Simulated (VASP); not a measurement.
# Se (P6_3/mmc) in VASP: a series of runs

Runs on Se. Level: PBE. Tasks: single point, relaxation of cell and atoms.

Program: VASP 6.6.1. These are calculated values, not measurements. Logs are shortened: lines on timing, memory, paths and dates and some standing lists are left out, and cuts for length are marked.

## 1. The cell of the first run

It takes space group P6_3/mmc (No. 194, hexagonal). The conventional cell has a = 4.476 Å, b = 4.476 Å, c = 7.959 Å, α = 90.00°, β = 90.00°, γ = 120.00°. Within 3.4 Å of Se (site symmetry -6m2) lie 3 Se at 2.58 Å. Within 3.4 Å of Se (site symmetry -6m2) lie 3 Se at 2.58 Å.

This isn't the form of Se at room conditions, which is trigonal, of chains.

## 2. Single point, PBE

Input file INCAR:

```
SYSTEM = Se
PREC = Accurate
ENCUT = 520
EDIFF = 1E-6
ISMEAR = 0
SIGMA = 0.1
LREAL = .FALSE.
LASPH = .TRUE.
NELM = 100
ALGO = Normal
ISIF = 2
LWAVE = .FALSE.
LCHARG = .TRUE.
GGA = PE
LELF = .TRUE.
LVHAR = .TRUE.
NBANDS = 20
```

Input file KPOINTS:

```
regular mesh
0
G
  12 12 6
  0 0 0
```

Input file POSCAR:

```
Se
1.0
    4.4756059188      0.0000000000      0.0000000000
   -2.2378029594      3.8759884230      0.0000000000
    0.0000000000      0.0000000000      7.9593430879
Se
4
Direct
    0.0000000000      0.0000000000      0.2500000000
    0.0000000000      0.0000000000      0.7500000000
    0.3333333333      0.6666666667      0.7500000000
    0.6666666667      0.3333333333      0.2500000000
```

Potentials or basis: VASP PAW PBE potentials, release 64 (Se).

The run is started by

```bash
cat potpaw_PBE.64/Se/POTCAR > POTCAR
mpirun -np 1 vasp_std > vasp.out
```

OUTCAR:

```text
SYSTEM = Se
   PREC = Accurate
   ENCUT = 520
   EDIFF = 1E-6
   ISMEAR = 0
   LREAL = .FALSE.
   LASPH = .TRUE.
   NELM = 100
   ISIF = 2
   GGA = PE

 ion  position               nearest neighbor table
   1  0.000  0.000  0.250-   4 2.58   4 2.58   4 2.58
   2  0.000  0.000  0.750-   3 2.58   3 2.58   3 2.58
   3  0.333  0.667  0.750-   2 2.58   2 2.58   2 2.58
   4  0.667  0.333  0.250-   1 2.58   1 2.58   1 2.58

  LATTYP: Found a hexagonal cell.
 ALAT       =     4.4756059188
 C/A-ratio  =     1.7783833591

  Lattice vectors:

 A1 = (   4.4756059188,   0.0000000000,   0.0000000000)
 A2 = (  -2.2378029594,   3.8759884230,   0.0000000000)
 A3 = (   0.0000000000,   0.0000000000,   7.9593430879)

Analysis of symmetry for initial positions (statically):
=====================================================================
 Subroutine PRICEL returns:
 Original cell was already a primitive cell.

 Routine SETGRP: Setting up the symmetry group for a
 hexagonal supercell.

 Subroutine GETGRP returns: Found 24 space group operations
 (whereof 12 operations were pure point group operations)
 out of a pool of 24 trial point group operations.

The static configuration has the point symmetry D_3d.
 The point group associated with its full space group is D_6h.

Analysis of symmetry for dynamics (positions and initial velocities):
=====================================================================
 Subroutine PRICEL returns:
 Original cell was already a primitive cell.

 Routine SETGRP: Setting up the symmetry group for a
 hexagonal supercell.

 Subroutine GETGRP returns: Found 24 space group operations
 (whereof 12 operations were pure point group operations)
 out of a pool of 24 trial point group operations.

The dynamic configuration has the point symmetry D_3d.
 The point group associated with its full space group is D_6h.

 Subroutine INISYM returns: Found 24 space group operations
 (whereof 12 operations are pure point group operations),
 and found     1 'primitive' translations

----------------------------------------------------------------------------------------

                                     Primitive cell

  volume of cell :     138.0739

  direct lattice vectors                    reciprocal lattice vectors
     4.475605919  0.000000000  0.000000000     0.223433434  0.128999353  0.000000000
    -2.237802959  3.875988423  0.000000000     0.000000000  0.257998707  0.000000000
     0.000000000  0.000000000  7.959343088     0.000000000  0.000000000  0.125638509

  length of vectors
     4.475605919  4.475605919  7.959343088     0.257998707  0.257998707  0.125638509

  position of ions in fractional coordinates (direct lattice)
     0.000000000  0.000000000  0.250000000
     0.000000000  0.000000000  0.750000000
     0.333333333  0.666666667  0.750000000
     0.666666667  0.333333333  0.250000000

  ion indices of the primitive-cell ions
   primitive index   ion index
                 1           1
                 2           2
                 3           3
                 4           4

----------------------------------------------------------------------------------------

 KPOINTS: regular mesh

Automatic generation of k-mesh.
 Grid dimensions read from file:
 generate k-points for:   12   12    6

 Generating k-lattice:

  Cartesian coordinates                     Fractional coordinates (reciprocal lattice)
     0.018619453  0.010749946  0.000000000     0.083333333  0.000000000  0.000000000
     0.000000000  0.021499892  0.000000000     0.000000000  0.083333333  0.000000000
     0.000000000  0.000000000  0.020939752     0.000000000  0.000000000  0.166666667

  Length of vectors
     0.021499892  0.021499892  0.020939752

  Shift w.r.t. Gamma in fractional coordinates (k-lattice)
     0.000000000  0.000000000  0.000000000

 Subroutine IBZKPT returns following result:
 ===========================================

 Found     76 irreducible k-points:

 Following reciprocal coordinates:
            Coordinates               Weight
  0.000000  0.000000  0.000000      1.000000
  0.083333 -0.000000  0.000000      6.000000
  0.166667  0.000000  0.000000      6.000000
  0.250000  0.000000  0.000000      6.000000
  0.333333  0.000000  0.000000      6.000000
  0.416667 -0.000000  0.000000      6.000000
[... 16 lines left out ...]
  0.250000  0.000000  0.166667     12.000000
  0.333333  0.000000  0.166667     12.000000
 [... further k-points ...]
   k-points           NKPTS =     76   k-points in BZ     NKDIM =     76   number of bands    NBANDS=     20
   number of dos      NEDOS =    301   number of ions     NIONS =      4
   total plane-waves  NPLWV =  77760
   dimension x,y,z NGX =    36 NGY =   36 NGZ =   60
   dimension x,y,z NGXF=    72 NGYF=   72 NGZF=  120
   ions per type =               4
   NGX,Y,Z   is equivalent  to a cutoff of  13.37, 13.37, 12.53 a.u.
   NGXF,Y,Z  is equivalent  to a cutoff of  26.74, 26.74, 25.06 a.u.
 SYSTEM =  Se
   PREC   = accura    normal or accurate (medium, high low for compatibility)
   ISTART =      0    job   : 0-new  1-cont  2-samecut
   ICHARG =      2    charge: 1-file 2-atom 10-const
   ISPIN  =      1    spin polarized calculation?
   LNONCOLLINEAR =      F non collinear calculations
   LSORBIT =      F    spin-orbit coupling
   LASPH  =      T    aspherical Exc in radial PAW
   ENCUT  =  520.0 eV  38.22 Ry    6.18 a.u.   8.32  8.32 14.80*2*pi/ulx,y,z
   NELM   =    100;   NELMIN=  2; NELMDL= -5     # of ELM steps
   EDIFF  = 0.1E-05   stopping-criterion for ELM
   LREAL  =      F    real-space projection
   EDIFFG = 0.1E-04   stopping-criterion for IOM
   NSW    =      0    number of steps for IOM
   IBRION =     -1    ionic relax: 0-MD 1-quasi-New 2-CG
   NFREE  =      0    steps in history (QN), initial steepest desc. (CG)
   ISIF   =      2    stress and relaxation
   ISYM   =      2    0-nonsym 1-usesym 2-fastsym
   POTIM  = 0.5000    time-step for ionic-motion
   TEBEG  =    0.0;   TEEND  =   0.0 temperature during run
   PSTRESS=    0.0 pullay stress
   NELECT =      24.0000    total number of electrons
   NUPDOWN=      -1.0000    fix difference up-down
   EMIN   =  10.00;   EMAX   =-10.00  energy-range for DOS
   EFERMI =   0.00;   METHOD = LEGACY
   ISMEAR =     0;   SIGMA  =   0.10  broadening in eV -4-tet -1-fermi 0-gaus
   EFERMI_NEDOS =   21; number of points for ismear=-14 and -15
   IALGO  =     38    algorithm
   IMIX   =      4    mixing-type and parameters
     AMIX     =   0.40;   BMIX     =  1.00
     AMIX_MAG =   1.60;   BMIX_MAG =  1.00
  volume/ion in A,a.u.               =      34.52       232.94
  Fermi-wavevector in a.u.,A,eV,Ry     =   0.913639  1.726528 11.357281  0.834737
  Thomas-Fermi vector in A             =   2.038174
   LORBIT       =      0    0 simple, 1 ext, 2 COOP (PROOUT), +10 PAW based schemes
   GGA     = PE    functional components
   LHFCALC =     F    Hartree Fock is set to
   AEXX    =    0.0000 exact exchange contribution
   IVDW    =     0    specifies the selected vdW correction
   LEPSILON=     F    determine dielectric tensor
   LRPA    =     F    only Hartree local field effects (RPA)
 non-spin polarized calculation
 Gauss-broadening in eV      SIGMA  =   0.10
  energy-cutoff  :      520.00
  volume of cell :      138.07
 maximum number of plane-waves:      3752
 NGX is ok and might be reduce to    36
   NGX = 17   NGY = 17   NGZ = 29

 number of electron      23.9999996 magnetization

 Free energy of the ion-electron system (eV)
  ---------------------------------------------------
  ext. energy  EPLUGINS =         0.00000000
  ---------------------------------------------------
  free energy    TOTEN  =       -12.06839023 eV

  energy without entropy =      -12.03663765  energy(sigma->0) =      -12.05251394

 E-fermi :   1.2929     XC(G=0):  -7.7017

 val. band max:        1.2903831509   @ k =   0.0833  -0.0000   0.1667
 cond. band min:       1.3008124311   @ k =   0.0833  -0.0000   0.3333
 fundamental gap:      0.0104292802
 Fermi energy:         1.2929470242

 k-point     1 :       0.0000    0.0000    0.0000
  band No.  band energies     occupation
      1     -14.0598      2.00000
      2     -13.9219      2.00000
      3      -8.8299      2.00000
      4      -8.7590      2.00000
      5      -3.4159      2.00000
      6      -3.4159      2.00000
[... 12 lines left out ...]
     19       8.5959      0.00000
     20       9.3826      0.00000

 k-point     2 :       0.0833   -0.0000    0.0000
  band No.  band energies     occupation
      1     -14.0109      2.00000
      2     -13.8740      2.00000
      3      -9.0040      2.00000
      4      -8.9327      2.00000
      5      -3.4891      2.00000
      6      -3.4013      2.00000
[... 12 lines left out ...]
     19       8.7888      0.00000
     20       9.0829      0.00000

 k-point     3 :       0.1667    0.0000    0.0000
  band No.  band energies     occupation
      1     -13.8665      2.00000
      2     -13.7324      2.00000
      3      -9.4529      2.00000
      4      -9.3804      2.00000
      5      -3.6661      2.00000
      6      -3.5520      2.00000
[... 12 lines left out ...]
     19       8.6144      0.00000
     20       8.8538      0.00000

 k-point     4 :       0.2500    0.0000    0.0000
  band No.  band energies     occupation
      1     -13.6336      2.00000
      2     -13.5048      2.00000
      3     -10.0377      2.00000
      4      -9.9633      2.00000
      5      -3.8731      2.00000
      6      -3.7390      2.00000
[... 429 lines left out ...]
 k-point    23 :       0.2500    0.0000    0.1667
  band No.  band energies     occupation
      1     -13.6252      2.00000
      2     -13.5137      2.00000
      3     -10.0329      2.00000
      4      -9.9685      2.00000
      5      -3.8644      2.00000
      6      -3.7482      2.00000
[... 12 lines left out ...]
     19       8.5455      0.00000
     20       9.1824      0.00000

 k-point    24 :       0.3333    0.0000    0.1667
  band No.  band energies     occupation
      1     -13.3226      2.00000
      2     -13.2193      2.00000
      3     -10.6353      2.00000
      4     -10.5713      2.00000
      5      -4.0438      2.00000
      6      -3.9171      2.00000
[... 12 lines left out ...]
     19       8.2567      0.00000
     20       8.6583      0.00000

 [... further k-points ...]

------------------------ aborting loop because EDIFF is reached ----------------------------------------

  FORCE on cell =-STRESS in cart. coord.  units (eV):
  Direction    XX          YY          ZZ          XY          YZ          ZX
  --------------------------------------------------------------------------------------
  -------------------------------------------------------------------------------------
  Total        0.0237416      0.0237416      0.0005783      0.0000000     -0.0000000      0.0000000
  in kB        0.2754918      0.2754918      0.0067100      0.0000000     -0.0000000      0.0000000
  external PRESSURE =       0.1858979 kB  Pullay stress =       0.0000000 kB

 VOLUME and BASIS-vectors are now :
 -----------------------------------------------------------------------------
  energy-cutoff  :      520.00
  volume of cell :      138.07
      direct lattice vectors                 reciprocal lattice vectors
     4.475605919  0.000000000  0.000000000     0.223433434  0.128999353  0.000000000
    -2.237802959  3.875988423  0.000000000     0.000000000  0.257998707  0.000000000
     0.000000000  0.000000000  7.959343088     0.000000000  0.000000000  0.125638509

 POSITION                                       TOTAL-FORCE (eV/Angst)
 -----------------------------------------------------------------------------------
      0.00000      0.00000      1.98984        -0.000000     -0.000000      0.000000
      0.00000      0.00000      5.96951         0.000000      0.000000      0.000000
     -0.00000      2.58399      5.96951        -0.000000      0.000000      0.000000
      2.23780      1.29200      1.98984         0.000000     -0.000000     -0.000000
 -----------------------------------------------------------------------------------
    total drift:                               -0.000000      0.000000     -0.000000

  FREE ENERGIE OF THE ION-ELECTRON SYSTEM (eV)
  ---------------------------------------------------
  free  energy   TOTEN  =       -12.0683902310 eV

  energy  without entropy=      -12.0366376528  energy(sigma->0) =      -12.05251394
```

Run time: 77 s. Hardware: 1 thread of Intel Xeon 6975P-C (Granite Rapids), shared host; peak memory 0.34 GiB.

What came out:

```
Free energy            : -12.0684 eV
Pressure               : 0.0 GPa
Band gap on the k mesh : zero (bands 12 and 13 overlap by 1.05 eV)
```

Levels at points of the mesh, in eV from the Fermi level:
```tsv
k point	band 9	band 10	band 11	band 12	band 13	band 14	band 15	band 16
(0.00, 0.00, 0.00)	-4.36	-2.81	0.01	0.01	0.11	0.11	0.45	1.01
(0.50, 0.00, 0.00)	-2.97	-2.31	-1.15	-0.85	1.52	1.53	2.85	2.91
(0.00, 0.00, 0.50)	-3.68	-3.68	0.05	0.05	0.05	0.05	0.71	0.71
(0.50, 0.00, 0.50)	-2.46	-2.46	-1.22	-1.22	1.52	1.52	2.88	2.88
```

Caveat: this functional lacks dispersion, which binds layers or chains, so the pressure and a relaxed spacing across them are unreliable.

## 3. Relaxation of cell and atoms, PBE

Input file INCAR:

```
SYSTEM = Se
PREC = Accurate
ENCUT = 600
EDIFF = 1E-6
ISMEAR = 0
SIGMA = 0.1
LREAL = .FALSE.
LASPH = .TRUE.
NELM = 60
ALGO = Normal
ISIF = 3
LWAVE = .FALSE.
LCHARG = .FALSE.
GGA = PE
IBRION = 2
NSW = 100
EDIFFG = -0.01
```

Input file KPOINTS:

```
Automatic mesh
0
G
  12 12 6
  0 0 0
```

POSCAR is that of step 2.

Potentials or basis: VASP PAW PBE potentials, release 64 (Se).

The run is started by

```bash
cat potpaw_PBE.64/Se/POTCAR > POTCAR
mpirun -np 1 vasp_std > vasp.out
```

Wall time 66 s (1 thread of Intel Xeon 6975P-C (Granite Rapids), shared host); peak memory 0.37 GiB.

Results (log left out):

- Free energy: -12.0685 eV
- Pressure after relaxing: 0.0 GPa
- Band gap on the k mesh: zero (bands 12 and 13 overlap by 1.05 eV)

Final structure:
```
Se
1.0
     4.47561    0.00000    0.00000
    -2.23780    3.87599    0.00000
     0.00000    0.00000    7.95934
Se
4
Direct
  0.00000 0.00000 0.25000
  0.00000 0.00000 0.75000
  0.33333 0.66667 0.75000
  0.66667 0.33333 0.25000
```

Levels at points of the mesh, in eV from the Fermi level:
```
           k point  band 10  band 11  band 12  band 13  band 14  band 15
(0.00, 0.00, 0.00)    -2.81     0.01     0.01     0.11     0.11     0.45
(0.50, 0.00, 0.00)    -2.31    -1.15    -0.85     1.52     1.53     2.85
(0.00, 0.00, 0.50)    -3.68     0.05     0.05     0.05     0.05     0.71
(0.50, 0.00, 0.50)    -2.46    -1.22    -1.22     1.52     1.52     2.88
```

Caveat: this functional lacks dispersion, which binds layers or chains, so the pressure and a relaxed spacing across them are unreliable.
